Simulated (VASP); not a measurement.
A run of VASP 6.6.1 is set up as follows.

The input POSCAR:

```
CaO
1.0
    0.0000000000      2.4490000000      2.4490000000
    2.4490000000      0.0000000000      2.4490000000
    2.4490000000      2.4490000000      0.0000000000
Ca O
1 1
Direct
    0.0000000000      0.0000000000      0.0000000000
    0.5000000000      0.5000000000      0.5000000000
```

File INCAR.step1:

```
SYSTEM = CaO
PREC     = Accurate       ! precision mode
ENCUT    = 660            ! plane-wave cutoff, eV
ISMEAR   = -1             ! smearing method
SIGMA    = 0.03           ! smearing width, eV
LREAL    = .FALSE.        ! projectors in reciprocal space
LASPH    = .TRUE.         ! aspherical terms in the spheres
NELM     = 120            ! most SCF steps
NBANDS   = 15             ! bands
GGA      = PE             ! functional
ALGO     = Normal         ! electronic algorithm
EDIFF    = 1E-5           ! SCF threshold, eV
LWAVE    = .TRUE.         ! write WAVECAR
LCHARG   = .FALSE.        ! write CHGCAR
GGA_COMPAT= .FALSE.
```

Contents of INCAR.step2:

```
SYSTEM = CaO
PREC     = Accurate       ! precision mode
ENCUT    = 660            ! plane-wave cutoff, eV
EDIFF    = 1E-6           ! SCF threshold, eV
ISMEAR   = -1             ! smearing method
SIGMA    = 0.03           ! smearing width, eV
LREAL    = .FALSE.        ! projectors in reciprocal space
LASPH    = .TRUE.         ! aspherical terms in the spheres
NELM     = 120            ! most SCF steps
ALGO     = Normal         ! electronic algorithm
ISIF     = 2              ! what is computed and relaxed
LWAVE    = .FALSE.        ! write WAVECAR
LCHARG   = .TRUE.         ! write CHGCAR
METAGGA  = R2SCAN         ! meta-GGA
LMIXTAU  = .TRUE.       
LELF     = .TRUE.         ! ELF
LVHAR    = .TRUE.       
NBANDS   = 15             ! bands
ISTART   = 1            
GGA_COMPAT= .FALSE.
```

Contents of KPOINTS:

```
regular mesh
0
G
  9 9 9
  0 0 0
```

Potentials or basis: VASP PAW PBE potentials, release 64 (Ca_sv, O).

Run with:

```console
$ cat potpaw_PBE.64/Ca_sv/POTCAR potpaw_PBE.64/O/POTCAR > POTCAR
$ cp INCAR.step1 INCAR
$ mpirun -np 1 vasp_std > vasp.out
$ cp INCAR.step2 INCAR
$ mpirun -np 1 vasp_std > vasp.out
```

(1) Predict the pressure.

(2) Predict the band gap on the k mesh.

## Answers

(1) -5.8 GPa.

(2) 4.25 eV (least direct gap 4.63 eV).

Caveat: the cell stands under tension; the PAW data sets were made with another functional, which shifts forces and pressure a little; an odd mesh through Γ misses points on the zone boundary, where band edges can lie.
